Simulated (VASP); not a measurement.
# Hg (P6_3/mmc) in VASP: notebook

Hg is run at these levels: LDA; tasks: single point, relaxation of cell and atoms.

Everything below comes from runs of VASP 6.6.1. Logs are shortened: lines on timing, memory, paths and dates and some standing lists are left out, and cuts for length are marked.

### 1 The cell of the first run

It takes space group P6_3/mmc (No. 194, hexagonal). Conventional cell: a = 2.757 Å, b = 2.757 Å, c = 4.713 Å, α = 90.00°, β = 90.00°, γ = 120.00°. Hg (site symmetry -6m2) has 12 Hg at 2.76 to 2.84 Å within 3.6 Å.

### 2 Single point, LDA

INCAR

```
SYSTEM = Hg
  ALGO = Normal
  EDIFF = 1E-6
  ENCUT = 550
  GGA_COMPAT = .False.
  ISIF = 2
  ISMEAR = -1
  LASPH = .True.
  LCHARG = .True.
  LELF = .True.
  LREAL = .False.
  LVHAR = .True.
  LWAVE = .False.
  NBANDS = 27
  NELM = 120
  PREC = Accurate
  SIGMA = 0.1
```

KPOINTS

```
k-points
0
Gamma
  7 7 4
  0 0 0
```

POSCAR

```
Hg
1.0
    2.7565911633      0.0000000000      0.0000000000
   -1.3782955816      2.3872779753      0.0000000000
    0.0000000000      0.0000000000      4.7129737476
Hg
2
Direct
    0.3333333333      0.6666666667      0.2500000000
    0.6666666667      0.3333333333      0.7500000000
```

Potentials or basis: VASP PAW LDA potentials, release 64 (Hg_sv_GW).

Started as:

```console
$ cat potpaw_LDA.64/Hg_sv_GW/POTCAR > POTCAR
$ mpirun -np 1 vasp_std > vasp.out
```

OUTCAR:

```text
SYSTEM = Hg
   EDIFF = 1E-6
   ENCUT = 550
   ISIF = 2
   ISMEAR = -1
   LASPH = .True.
   LREAL = .False.
   NELM = 120
   PREC = Accurate

 ion  position               nearest neighbor table
   1  0.333  0.667  0.250-   2 2.84   2 2.84   2 2.84   2 2.84   2 2.84   2 2.84
   2  0.667  0.333  0.750-   1 2.84   1 2.84   1 2.84   1 2.84   1 2.84   1 2.84

  LATTYP: Found a hexagonal cell.
 ALAT       =     2.7565911633
 C/A-ratio  =     1.7097108234

  Lattice vectors:

 A1 = (   2.7565911633,   0.0000000000,   0.0000000000)
 A2 = (  -1.3782955816,   2.3872779753,   0.0000000000)
 A3 = (   0.0000000000,   0.0000000000,   4.7129737476)

Analysis of symmetry for initial positions (statically):
=====================================================================
 Subroutine PRICEL returns:
 Original cell was already a primitive cell.

 Routine SETGRP: Setting up the symmetry group for a
 hexagonal supercell.

 Subroutine GETGRP returns: Found 24 space group operations
 (whereof 12 operations were pure point group operations)
 out of a pool of 24 trial point group operations.

The static configuration has the point symmetry D_3d.
 The point group associated with its full space group is D_6h.

Analysis of symmetry for dynamics (positions and initial velocities):
=====================================================================
 Subroutine PRICEL returns:
 Original cell was already a primitive cell.

 Routine SETGRP: Setting up the symmetry group for a
 hexagonal supercell.

 Subroutine GETGRP returns: Found 24 space group operations
 (whereof 12 operations were pure point group operations)
 out of a pool of 24 trial point group operations.

The dynamic configuration has the point symmetry D_3d.
 The point group associated with its full space group is D_6h.

 Subroutine INISYM returns: Found 24 space group operations
 (whereof 12 operations are pure point group operations),
 and found     1 'primitive' translations

----------------------------------------------------------------------------------------

                                     Primitive cell

  volume of cell :      31.0149

  direct lattice vectors                    reciprocal lattice vectors
     2.756591163  0.000000000  0.000000000     0.362766889  0.209443561  0.000000000
    -1.378295582  2.387277975  0.000000000     0.000000000  0.418887122  0.000000000
     0.000000000  0.000000000  4.712973748     0.000000000  0.000000000  0.212180261

  length of vectors
     2.756591163  2.756591163  4.712973748     0.418887122  0.418887122  0.212180261

  position of ions in fractional coordinates (direct lattice)
     0.333333333  0.666666667  0.250000000
     0.666666667  0.333333333  0.750000000

  ion indices of the primitive-cell ions
   primitive index   ion index
                 1           1
                 2           2

----------------------------------------------------------------------------------------

 KPOINTS: k-points

Automatic generation of k-mesh.
 Grid dimensions read from file:
 generate k-points for:    7    7    4

 Generating k-lattice:

  Cartesian coordinates                     Fractional coordinates (reciprocal lattice)
     0.051823841  0.029920509  0.000000000     0.142857143  0.000000000  0.000000000
     0.000000000  0.059841017  0.000000000     0.000000000  0.142857143  0.000000000
     0.000000000  0.000000000  0.053045065     0.000000000  0.000000000  0.250000000

  Length of vectors
     0.059841017  0.059841017  0.053045065

  Shift w.r.t. Gamma in fractional coordinates (k-lattice)
     0.000000000  0.000000000  0.000000000

 Subroutine IBZKPT returns following result:
 ===========================================

 Found     24 irreducible k-points:

 Following reciprocal coordinates:
            Coordinates               Weight
  0.000000  0.000000  0.000000      1.000000
  0.142857  0.000000  0.000000      6.000000
  0.285714 -0.000000  0.000000      6.000000
  0.428571  0.000000  0.000000      6.000000
  0.142857  0.142857  0.000000      6.000000
  0.285714  0.142857  0.000000     12.000000
[... 16 lines left out ...]
  0.428571  0.142857  0.500000      6.000000
  0.285714  0.285714  0.500000      6.000000
   k-points           NKPTS =     24   k-points in BZ     NKDIM =     24   number of bands    NBANDS=     27
   number of dos      NEDOS =    301   number of ions     NIONS =      2
   total plane-waves  NPLWV =  20736
   dimension x,y,z NGX =    24 NGY =   24 NGZ =   36
   dimension x,y,z NGXF=    48 NGYF=   48 NGZF=   72
   ions per type =               2
   NGX,Y,Z   is equivalent  to a cutoff of  14.47, 14.47, 12.70 a.u.
   NGXF,Y,Z  is equivalent  to a cutoff of  28.95, 28.95, 25.40 a.u.
 SYSTEM =  Hg
   PREC   = accura    normal or accurate (medium, high low for compatibility)
   ISTART =      0    job   : 0-new  1-cont  2-samecut
   ICHARG =      2    charge: 1-file 2-atom 10-const
   ISPIN  =      1    spin polarized calculation?
   LNONCOLLINEAR =      F non collinear calculations
   LSORBIT =      F    spin-orbit coupling
   LASPH  =      T    aspherical Exc in radial PAW
   ENCUT  =  550.0 eV  40.42 Ry    6.36 a.u.   5.27  5.27  9.01*2*pi/ulx,y,z
   NELM   =    120;   NELMIN=  2; NELMDL= -5     # of ELM steps
   EDIFF  = 0.1E-05   stopping-criterion for ELM
   LREAL  =      F    real-space projection
   EDIFFG = 0.1E-04   stopping-criterion for IOM
   NSW    =      0    number of steps for IOM
   IBRION =     -1    ionic relax: 0-MD 1-quasi-New 2-CG
   NFREE  =      0    steps in history (QN), initial steepest desc. (CG)
   ISIF   =      2    stress and relaxation
   ISYM   =      2    0-nonsym 1-usesym 2-fastsym
   POTIM  = 0.5000    time-step for ionic-motion
   TEBEG  =    0.0;   TEEND  =   0.0 temperature during run
   PSTRESS=    0.0 pullay stress
   NELECT =      40.0000    total number of electrons
   NUPDOWN=      -1.0000    fix difference up-down
   EMIN   =  10.00;   EMAX   =-10.00  energy-range for DOS
   EFERMI =   0.00;   METHOD = LEGACY
   ISMEAR =    -1;   SIGMA  =   0.10  broadening in eV -4-tet -1-fermi 0-gaus
   EFERMI_NEDOS =   21; number of points for ismear=-14 and -15
   IALGO  =     38    algorithm
   IMIX   =      4    mixing-type and parameters
     AMIX     =   0.40;   BMIX     =  1.00
     AMIX_MAG =   1.60;   BMIX_MAG =  1.00
  volume/ion in A,a.u.               =      15.51       104.65
  Fermi-wavevector in a.u.,A,eV,Ry     =   1.781988  3.367468 43.205031  3.175480
  Thomas-Fermi vector in A             =   2.846468
   LORBIT       =      0    0 simple, 1 ext, 2 COOP (PROOUT), +10 PAW based schemes
   GGA     = CA    functional components
   LHFCALC =     F    Hartree Fock is set to
   AEXX    =    0.0000 exact exchange contribution
   IVDW    =     0    specifies the selected vdW correction
   LEPSILON=     F    determine dielectric tensor
   LRPA    =     F    only Hartree local field effects (RPA)
 non-spin polarized calculation
  energy-cutoff  :      550.00
  volume of cell :       31.01
 maximum number of plane-waves:       918
 NGX is ok and might be reduce to    24
   NGX = 11   NGY = 11   NGZ = 19

 number of electron      40.0000020 magnetization

 Free energy of the ion-electron system (eV)
  ---------------------------------------------------
  ext. energy  EPLUGINS =         0.00000000
  ---------------------------------------------------
  free energy    TOTEN  =        -0.30318338 eV

  energy without entropy =       -0.28077444  energy(sigma->0) =       -0.29197891

 E-fermi :  12.6026     XC(G=0): -14.3592

 val. band max:       12.5752924375   @ k =   0.2857   0.1429   0.0000
 cond. band min:      12.6420906812   @ k =   0.2857  -0.0000   0.0000
 fundamental gap:      0.0667982438
 Fermi energy:        12.6025951961

 k-point     1 :       0.0000    0.0000    0.0000
  band No.  band energies     occupation
      1    -103.9677      2.00000
      2    -103.9577      2.00000
      3     -52.7026      2.00000
      4     -52.5376      2.00000
      5     -52.5376      2.00000
      6     -52.5112      2.00000
[... 19 lines left out ...]
     26      28.7158      0.00000
     27      31.4573      0.00000

 k-point     2 :       0.1429    0.0000    0.0000
  band No.  band energies     occupation
      1    -103.9652      2.00000
      2    -103.9561      2.00000
      3     -52.6893      2.00000
      4     -52.5769      2.00000
      5     -52.5516      2.00000
      6     -52.5493      2.00000
[... 19 lines left out ...]
     26      27.8319      0.00000
     27      28.2388      0.00000

 k-point     3 :       0.2857   -0.0000    0.0000
  band No.  band energies     occupation
      1    -103.9594      2.00000
      2    -103.9526      2.00000
      3     -52.6648      2.00000
      4     -52.6556      2.00000
      5     -52.6403      2.00000
      6     -52.5751      2.00000
[... 19 lines left out ...]
     26      26.4192      0.00000
     27      27.5738      0.00000

 k-point     4 :       0.4286    0.0000    0.0000
  band No.  band energies     occupation
      1    -103.9543      2.00000
      2    -103.9503      2.00000
      3     -52.7355      2.00000
      4     -52.7102      2.00000
      5     -52.6195      2.00000
      6     -52.5953      2.00000
[... 19 lines left out ...]
     26      24.8802      0.00000
     27      27.5385      0.00000
[... 516 lines left out ...]
      4     -52.7063      2.00000
      5     -52.5956      2.00000
      6     -52.5956      2.00000
[... 19 lines left out ...]
     26      22.7683      0.00000
     27      29.6623      0.00000

 k-point    23 :       0.4286    0.1429    0.5000
  band No.  band energies     occupation
      1    -103.9513      2.00000
      2    -103.9513      2.00000
      3     -52.7348      2.00000
      4     -52.7348      2.00000
      5     -52.6089      2.00000
      6     -52.6089      2.00000
[... 19 lines left out ...]
     26      23.3808      0.00000
     27      29.2541      0.00000

 k-point    24 :       0.2857    0.2857    0.5000
  band No.  band energies     occupation
      1    -103.9508      2.00000
      2    -103.9508      2.00000
      3     -52.7081      2.00000
      4     -52.7081      2.00000
      5     -52.6486      2.00000
      6     -52.6486      2.00000
[... 19 lines left out ...]
     26      24.5448      0.00000
     27      28.5745      0.00000

------------------------ aborting loop because EDIFF is reached ----------------------------------------

  FORCE on cell =-STRESS in cart. coord.  units (eV):
  Direction    XX          YY          ZZ          XY          YZ          ZX
  --------------------------------------------------------------------------------------
  -------------------------------------------------------------------------------------
  Total       11.7713829     11.7713829     11.7457451      0.0000000      0.0000000      0.0000000
  in kB      608.0897727    608.0897727    606.7653664      0.0000000      0.0000000      0.0000000
  external PRESSURE =     607.6483039 kB  Pullay stress =       0.0000000 kB

 VOLUME and BASIS-vectors are now :
 -----------------------------------------------------------------------------
  energy-cutoff  :      550.00
  volume of cell :       31.01
      direct lattice vectors                 reciprocal lattice vectors
     2.756591163  0.000000000  0.000000000     0.362766889  0.209443561  0.000000000
    -1.378295582  2.387277975  0.000000000     0.000000000  0.418887122  0.000000000
     0.000000000  0.000000000  4.712973748     0.000000000  0.000000000  0.212180261

 POSITION                                       TOTAL-FORCE (eV/Angst)
 -----------------------------------------------------------------------------------
     -0.00000      1.59152      1.17824        -0.000000      0.000000      0.000000
      1.37830      0.79576      3.53473         0.000000     -0.000000     -0.000000
 -----------------------------------------------------------------------------------
    total drift:                               -0.000000      0.000000     -0.000000

  FREE ENERGIE OF THE ION-ELECTRON SYSTEM (eV)
  ---------------------------------------------------
  free  energy   TOTEN  =        -0.3031833821 eV

  energy  without entropy=       -0.2807744383  energy(sigma->0) =       -0.29197891
```

Wall time 19 s (1 thread of Intel Xeon Platinum 8488C (Sapphire Rapids), shared host); peak memory 0.15 GiB.

What came out:

```yaml
Free_energy: -0.3032 eV
Pressure: 60.8 GPa
Band_gap_on_the_k_mesh: zero (bands 20 and 21 overlap by 2.10 eV)
```

Caveat: the k points lie up to 0.38 Å⁻¹ apart, too coarse for converged energies and pressures of a metal; spin-orbit coupling is left out, which moves the levels of the heavy elements.

[end of part 1 of 2]

The gap in the log of VASP goes by the Fermi energy; the results here count the filled bands.